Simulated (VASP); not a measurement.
# MgS (F-43m) in VASP: further runs

The runs below take MgS through single point, with r2SCAN.

Everything below comes from runs of VASP 6.6.1. Logs are shortened: lines on timing, memory, paths and dates and some standing lists are left out, and cuts for length are marked.

## 1. The cell of the first run

It takes space group F-43m (No. 216, cubic). Conventional cell: a = 5.660 Å, b = 5.660 Å, c = 5.660 Å, α = 90.00°, β = 90.00°, γ = 90.00°. Within 3.2 Å of Mg (site symmetry -43m) lie 4 S at 2.45 Å. S (site symmetry -43m) has 4 Mg at 2.45 Å within 3.2 Å.

## 2. Single point, r2SCAN

Contents of POSCAR:

```
MgS
1.0
    0.0000000000      2.8300000000      2.8300000000
    2.8300000000      0.0000000000      2.8300000000
    2.8300000000      2.8300000000      0.0000000000
Mg S
1 1
Direct
    0.0000000000      0.0000000000      0.0000000000
    0.2500000000      0.2500000000      0.2500000000
```

Contents of INCAR.step1:

```
SYSTEM = MgS
  ALGO = Normal
  EDIFF = 1E-5
  ENCUT = 660
  GGA = PE
  GGA_COMPAT = .FALSE.
  ISMEAR = 0
  LASPH = .TRUE.
  LCHARG = .FALSE.
  LREAL = .FALSE.
  LWAVE = .TRUE.
  NBANDS = 11
  NELM = 120
  PREC = Accurate
  SIGMA = 0.1
```

Contents of INCAR.step2:

```
SYSTEM = MgS
  ALGO = Normal
  EDIFF = 1E-6
  ENCUT = 660
  GGA_COMPAT = .FALSE.
  ISIF = 2
  ISMEAR = 0
  ISTART = 1
  LASPH = .TRUE.
  LCHARG = .FALSE.
  LMIXTAU = .TRUE.
  LREAL = .FALSE.
  LWAVE = .FALSE.
  METAGGA = R2SCAN
  NBANDS = 11
  NELM = 120
  PREC = Accurate
  SIGMA = 0.1
```

Contents of KPOINTS:

```
k-points
0
G
  6 6 6
  0 0 0
```

Potentials or basis: VASP PAW PBE potentials, release 64 (Mg, S).

On the command line:

```console
cat potpaw_PBE.64/Mg/POTCAR potpaw_PBE.64/S/POTCAR > POTCAR
cp INCAR.step1 INCAR
mpirun -np 1 vasp_std > vasp.out
cp INCAR.step2 INCAR
mpirun -np 1 vasp_std > vasp.out
```

OUTCAR:

```text
SYSTEM = MgS
   EDIFF = 1E-6
   ENCUT = 660
   ISIF = 2
   ISMEAR = 0
   ISTART = 1
   LASPH = .TRUE.
   LREAL = .FALSE.
   METAGGA = R2SCAN
   NELM = 120
   PREC = Accurate

 ion  position               nearest neighbor table
   1  0.000  0.000  0.000-   2 2.45   2 2.45   2 2.45   2 2.45
   2  0.250  0.250  0.250-   1 2.45   1 2.45   1 2.45   1 2.45

  LATTYP: Found a face centered cubic cell.
 ALAT       =     5.6600000000

  Lattice vectors:

 A1 = (   0.0000000000,   2.8300000000,   2.8300000000)
 A2 = (   2.8300000000,   0.0000000000,   2.8300000000)
 A3 = (   2.8300000000,   2.8300000000,   0.0000000000)

Analysis of symmetry for initial positions (statically):
=====================================================================
 Subroutine PRICEL returns:
 Original cell was already a primitive cell.

 Routine SETGRP: Setting up the symmetry group for a
 face centered cubic supercell.

 Subroutine GETGRP returns: Found 24 space group operations
 (whereof 24 operations were pure point group operations)
 out of a pool of 48 trial point group operations.

The static configuration has the point symmetry T_d .

Analysis of symmetry for dynamics (positions and initial velocities):
=====================================================================
 Subroutine PRICEL returns:
 Original cell was already a primitive cell.

 Routine SETGRP: Setting up the symmetry group for a
 face centered cubic supercell.

 Subroutine GETGRP returns: Found 24 space group operations
 (whereof 24 operations were pure point group operations)
 out of a pool of 48 trial point group operations.

The dynamic configuration has the point symmetry T_d .

 Subroutine INISYM returns: Found 24 space group operations
 (whereof 24 operations are pure point group operations),
 and found     1 'primitive' translations

----------------------------------------------------------------------------------------

                                     Primitive cell

  volume of cell :      45.3304

  direct lattice vectors                    reciprocal lattice vectors
     0.000000000  2.830000000  2.830000000    -0.176678445  0.176678445  0.176678445
     2.830000000  0.000000000  2.830000000     0.176678445 -0.176678445  0.176678445
     2.830000000  2.830000000  0.000000000     0.176678445  0.176678445 -0.176678445

  length of vectors
     4.002224382  4.002224382  4.002224382     0.306016044  0.306016044  0.306016044

  position of ions in fractional coordinates (direct lattice)
     0.000000000  0.000000000  0.000000000
     0.250000000  0.250000000  0.250000000

  ion indices of the primitive-cell ions
   primitive index   ion index
                 1           1
                 2           2

----------------------------------------------------------------------------------------

 KPOINTS: k-points

Automatic generation of k-mesh.
 Grid dimensions read from file:
 generate k-points for:    6    6    6

 Generating k-lattice:

  Cartesian coordinates                     Fractional coordinates (reciprocal lattice)
    -0.029446408  0.029446408  0.029446408     0.166666667  0.000000000  0.000000000
     0.029446408 -0.029446408  0.029446408     0.000000000  0.166666667  0.000000000
     0.029446408  0.029446408 -0.029446408     0.000000000  0.000000000  0.166666667

  Length of vectors
     0.051002674  0.051002674  0.051002674

  Shift w.r.t. Gamma in fractional coordinates (k-lattice)
     0.000000000  0.000000000  0.000000000

 Subroutine IBZKPT returns following result:
 ===========================================

 Found     16 irreducible k-points:

 Following reciprocal coordinates:
            Coordinates               Weight
  0.000000  0.000000  0.000000      1.000000
  0.166667  0.000000  0.000000      8.000000
  0.333333  0.000000  0.000000      8.000000
  0.500000  0.000000  0.000000      4.000000
  0.166667  0.166667  0.000000      6.000000
  0.333333  0.166667  0.000000     24.000000
[... 8 lines left out ...]
 -0.333333  0.333333  0.166667     24.000000
 -0.333333  0.500000  0.166667     12.000000
   k-points           NKPTS =     16   k-points in BZ     NKDIM =     16   number of bands    NBANDS=     11
   number of dos      NEDOS =    301   number of ions     NIONS =      2
   total plane-waves  NPLWV =  46656
   dimension x,y,z NGX =    36 NGY =   36 NGZ =   36
   dimension x,y,z NGXF=    72 NGYF=   72 NGZF=   72
   ions per type =               1   1
   NGX,Y,Z   is equivalent  to a cutoff of  14.95, 14.95, 14.95 a.u.
   NGXF,Y,Z  is equivalent  to a cutoff of  29.91, 29.91, 29.91 a.u.
 SYSTEM =  MgS
   PREC   = accura    normal or accurate (medium, high low for compatibility)
   ISTART =      1    job   : 0-new  1-cont  2-samecut
   ICHARG =      0    charge: 1-file 2-atom 10-const
   ISPIN  =      1    spin polarized calculation?
   LNONCOLLINEAR =      F non collinear calculations
   LSORBIT =      F    spin-orbit coupling
   LASPH  =      T    aspherical Exc in radial PAW
   ENCUT  =  660.0 eV  48.51 Ry    6.96 a.u.   8.38  8.38  8.38*2*pi/ulx,y,z
   NELM   =    120;   NELMIN=  2; NELMDL=  0     # of ELM steps
   EDIFF  = 0.1E-05   stopping-criterion for ELM
   LREAL  =      F    real-space projection
   EDIFFG = 0.1E-04   stopping-criterion for IOM
   NSW    =      0    number of steps for IOM
   IBRION =     -1    ionic relax: 0-MD 1-quasi-New 2-CG
   NFREE  =      0    steps in history (QN), initial steepest desc. (CG)
   ISIF   =      2    stress and relaxation
   ISYM   =      2    0-nonsym 1-usesym 2-fastsym
   POTIM  = 0.5000    time-step for ionic-motion
   TEBEG  =    0.0;   TEEND  =   0.0 temperature during run
   PSTRESS=    0.0 pullay stress
   NELECT =       8.0000    total number of electrons
   NUPDOWN=      -1.0000    fix difference up-down
   EMIN   =  10.00;   EMAX   =-10.00  energy-range for DOS
   EFERMI =   0.00;   METHOD = LEGACY
   ISMEAR =     0;   SIGMA  =   0.10  broadening in eV -4-tet -1-fermi 0-gaus
   EFERMI_NEDOS =   21; number of points for ismear=-14 and -15
   IALGO  =     38    algorithm
   IMIX   =      4    mixing-type and parameters
     AMIX     =   0.40;   BMIX     =  1.00
     AMIX_MAG =   1.60;   BMIX_MAG =  1.00
  volume/ion in A,a.u.               =      22.67       152.95
  Fermi-wavevector in a.u.,A,eV,Ry     =   0.918280  1.735297 11.472948  0.843238
  Thomas-Fermi vector in A             =   2.043344
   LORBIT       =      0    0 simple, 1 ext, 2 COOP (PROOUT), +10 PAW based schemes
   METAGGA = R2SCAN    functional components
   LHFCALC =     F    Hartree Fock is set to
   AEXX    =    0.0000 exact exchange contribution
   IVDW    =     0    specifies the selected vdW correction
   LEPSILON=     F    determine dielectric tensor
   LRPA    =     F    only Hartree local field effects (RPA)
 non-spin polarized calculation
 Gauss-broadening in eV      SIGMA  =   0.10
  energy-cutoff  :      660.00
  volume of cell :       45.33
 maximum number of plane-waves:      1807
 NGX is ok and might be reduce to    36
   NGX = 17   NGY = 17   NGZ = 17

 number of electron       8.0000000 magnetization

 Free energy of the ion-electron system (eV)
  ---------------------------------------------------
  ext. energy  EPLUGINS =         0.00000000
  ---------------------------------------------------
  free energy    TOTEN  =       -15.45108370 eV

  energy without entropy =      -15.45108370  energy(sigma->0) =      -15.45108370

 E-fermi :   1.2665     XC(G=0):  -8.7796

 val. band max:        0.7747915165   @ k =   0.0000   0.0000   0.0000
 cond. band min:       4.9091515927   @ k =   0.0000   0.0000   0.0000
 fundamental gap:      4.1343600762
 Fermi energy:         1.2664799837

 k-point     1 :       0.0000    0.0000    0.0000
  band No.  band energies     occupation
      1     -10.9672      2.00000
      2       0.7748      2.00000
      3       0.7748      2.00000
      4       0.7748      2.00000
      5       4.9092      0.00000
      6       9.3710      0.00000
      7       9.3710      0.00000
      8       9.3710      0.00000
      9      12.2321      0.00000
     10      12.2321      0.00000
     11      15.4857      0.00000

 k-point     2 :       0.1667    0.0000    0.0000
  band No.  band energies     occupation
      1     -10.8119      2.00000
      2      -0.2698      2.00000
      3       0.6844      2.00000
      4       0.6844      2.00000
      5       5.8938      0.00000
      6       9.1356      0.00000
      7       9.6291      0.00000
      8       9.6291      0.00000
      9      11.6407      0.00000
     10      11.6407      0.00000
     11      14.3461      0.00000

 k-point     3 :       0.3333    0.0000    0.0000
  band No.  band energies     occupation
      1     -10.4657      2.00000
      2      -1.7501      2.00000
      3       0.5194      2.00000
      4       0.5194      2.00000
      5       6.5936      0.00000
      6       9.2983      0.00000
      7       9.2983      0.00000
      8       9.6276      0.00000
      9      12.6782      0.00000
     10      12.6782      0.00000
     11      13.7120      0.00000

 k-point     4 :       0.5000    0.0000    0.0000
  band No.  band energies     occupation
      1     -10.2697      2.00000
      2      -2.3768      2.00000
      3       0.4435      2.00000
      4       0.4435      2.00000
      5       6.5690      0.00000
      6       8.9880      0.00000
      7       8.9880      0.00000
      8      10.0470      0.00000
      9      14.6120      0.00000
     10      14.6507      0.00000
     11      14.6507      0.00000
[... 127 lines left out ...]
 k-point    14 :       0.5000    0.3333    0.1667
  band No.  band energies     occupation
      1     -10.2294      2.00000
      2      -1.6635      2.00000
      3      -0.5462      2.00000
      4       0.0773      2.00000
      5       6.9640      0.00000
      6       8.5442      0.00000
      7       8.9425      0.00000
      8      11.2976      0.00000
      9      12.2212      0.00000
     10      15.2317      0.00000
     11      15.9651      0.00000

 k-point    15 :      -0.3333    0.3333    0.1667
  band No.  band energies     occupation
      1     -10.0964      2.00000
      2      -1.7706      2.00000
      3      -0.8998      2.00000
      4      -0.1265      2.00000
      5       7.0245      0.00000
      6       8.4890      0.00000
      7       9.9130      0.00000
      8      10.7464      0.00000
      9      12.8257      0.00000
     10      14.7392      0.00000
     11      15.8642      0.00000

 k-point    16 :      -0.3333    0.5000    0.1667
  band No.  band energies     occupation
      1     -10.0368      2.00000
      2      -1.7289      2.00000
      3      -0.8001      2.00000
      4      -0.4936      2.00000
      5       6.2069      0.00000
      6       8.2695      0.00000
      7      10.8888      0.00000
      8      10.9503      0.00000
      9      14.3130      0.00000
     10      15.4007      0.00000
     11      15.5891      0.00000

------------------------ aborting loop because EDIFF is reached ----------------------------------------

  FORCE on cell =-STRESS in cart. coord.  units (eV):
  Direction    XX          YY          ZZ          XY          YZ          ZX
  --------------------------------------------------------------------------------------
  -------------------------------------------------------------------------------------
  Total       -0.0542495     -0.0542495     -0.0542495     -0.0000000     -0.0000000     -0.0000000
  in kB       -1.9174188     -1.9174188     -1.9174188     -0.0000000     -0.0000000     -0.0000000
  external PRESSURE =      -1.9174188 kB  Pullay stress =       0.0000000 kB

 VOLUME and BASIS-vectors are now :
 -----------------------------------------------------------------------------
  energy-cutoff  :      660.00
  volume of cell :       45.33
      direct lattice vectors                 reciprocal lattice vectors
     0.000000000  2.830000000  2.830000000    -0.176678445  0.176678445  0.176678445
     2.830000000  0.000000000  2.830000000     0.176678445 -0.176678445  0.176678445
     2.830000000  2.830000000  0.000000000     0.176678445  0.176678445 -0.176678445

 POSITION                                       TOTAL-FORCE (eV/Angst)
 -----------------------------------------------------------------------------------
      0.00000      0.00000      0.00000         0.000000      0.000000      0.000000
      1.41500      1.41500      1.41500        -0.000000     -0.000000     -0.000000
 -----------------------------------------------------------------------------------
    total drift:                                0.000000      0.000000      0.000000

  FREE ENERGIE OF THE ION-ELECTRON SYSTEM (eV)
  ---------------------------------------------------
  free  energy   TOTEN  =       -15.4510837038 eV

  energy  without entropy=      -15.4510837038  energy(sigma->0) =      -15.45108370
```

Wall time 48 s (1 thread of AMD EPYC 7R13 (Zen 3), shared host); peak memory 0.18 GiB.

Results:

- Free energy: -15.4511 eV
- Pressure: -0.2 GPa
- Band gap on the k mesh: 4.13 eV

Caveat: the PAW data sets were made with another functional, which shifts forces and pressure a little. A k mesh can miss the band edges.

[end of part 1 of 2]
